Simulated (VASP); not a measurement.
Wanted: the native input for a VASP 6.6.1 run.

| Property | Result |
| --- | --- |
| Task | single point |
| Functional | PBE |
| Potentials or basis | VASP PAW PBE potentials, release 64 (Sn_d) |
| Cutoff | 520 eV |
| k mesh | 12 × 12 × 12 |
| Occupations | gaussian, width 0.1 eV |
| Spin | no spin polarisation |
| Dipole correction | no |
| Further INCAR settings | ALGO = Fast; EDIFF = 1e-07; NBANDS = 21 |

The structure of Sn lies in POSCAR:

```
Sn
1.0
    0.0000000000      3.3273247531      3.3273247531
    3.3273247531      0.0000000000      3.3273247531
    3.3273247531      3.3273247531      0.0000000000
Sn
2
Direct
    0.0000000000      0.0000000000      0.0000000000
    0.2500000000      0.2500000000      0.2500000000
```

The input as run:

INCAR

```
SYSTEM = Sn
  PREC = Accurate
  ENCUT = 520
  EDIFF = 1E-7
  ISMEAR = 0
  SIGMA = 0.1
  LREAL = .FALSE.
  LASPH = .TRUE.
  NELM = 100
  ALGO = Fast
  ISIF = 2
  LWAVE = .FALSE.
  LCHARG = .TRUE.
  GGA = PE
  LELF = .TRUE.
  LVHAR = .TRUE.
  NBANDS = 21
```

KPOINTS

```
Automatic mesh
0
G
  12 12 12
  0 0 0
```

Potentials or basis: VASP PAW PBE potentials, release 64 (Sn_d).

The run is started by

```sh
$ cat potpaw_PBE.64/Sn_d/POTCAR > POTCAR
$ mpirun -np 1 vasp_std > vasp.out
```

It gave:

```
Pressure               : 0.0 GPa
Band gap on the k mesh : zero (band 14 reaches 4.96 eV, above the bottom of band 15 at 4.73 eV)
```

Caveat: spin-orbit coupling is left out, which moves the levels of the heavy elements.

Run time: 47 s on 1 thread of Intel(R) Xeon(R) 6975P-C (Granite Rapids), on a shared host, peak memory 0.25 GiB.
